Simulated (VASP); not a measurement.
A run of VASP 6.6.1 is set up as follows.

The input INCAR:

```
SYSTEM = Al
ALGO = Fast
EDIFF = 1E-6
ENCUT = 520
GGA = PE
ISIF = 2
ISMEAR = 0
LASPH = .TRUE.
LCHARG = .TRUE.
LELF = .TRUE.
LREAL = .FALSE.
LVHAR = .TRUE.
LWAVE = .FALSE.
NBANDS = 8
NELM = 100
PREC = Accurate
SIGMA = 0.15
```

File KPOINTS:

```
k-points
0
G
  20 20 20
  0 0 0
```

The input POSCAR:

```
Al
1.0
    0.0758992500      2.0239800000      2.0239800000
    2.0239800000      0.0758992500      2.0239800000
    2.0998792500      2.0998792500      0.0000000000
Al
1
Direct
    0.0000000000      0.0000000000      0.0000000000
```

Potentials or basis: VASP PAW PBE potentials, release 64 (Al).

Run with:

```sh
$ cat potpaw_PBE.64/Al/POTCAR > POTCAR
$ mpirun -np 1 vasp_std > vasp.out
```

(1) Estimate the pressure.

(2) Estimate the band gap on the k mesh.

## Answers

(1) 0.1 GPa.

(2) zero (an odd number of electrons rules out a gap without spin polarisation).

Caveat: the cell differs from its parent crystal (strain +0.0750 x Voigt [0, 0, 0, 0, 0, 1]).
